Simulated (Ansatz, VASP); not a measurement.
**KC: VASP beside Ansatz**

```
K C
1.0
     5.07991    0.00000    0.00000
    -2.53995    4.39933    0.00000
     0.00000    0.00000    5.91347
K C
2 2
Direct
  0.33333 0.66667 0.25000
  0.66667 0.33333 0.75000
  0.33333 0.66667 0.75000
  0.66667 0.33333 0.25000
```

Alike in both runs: task relaxation of cell and atoms; functional PBE; k mesh 12 × 12 × 8; occupations gaussian, width 0.1 eV; no spin polarisation.

```csv
,VASP,Ansatz
version,VASP 6.6.1,Ansatz 0.2.0
potentials or method,"VASP PAW PBE potentials, release 64 (K_sv, C), cutoff 600 eV","scalar-relativistic, plane waves, PAW"
valence electrons in the cell,26,26
```

|  | VASP | Ansatz | Ansatz less VASP |
| --- | --- | --- | --- |
| gap on the k mesh at the Fermi level, each at its own relaxed structure (eV) | none | none | - |
| relaxed volume (Å³/atom) | 33.43 | 33.34 | -0.091 |
| relaxed cell length with the largest relative difference (Å) | 5.913 | 5.903 | -0.0095 |

A gap of «none» marks a metal or a gap that the smearing closes.
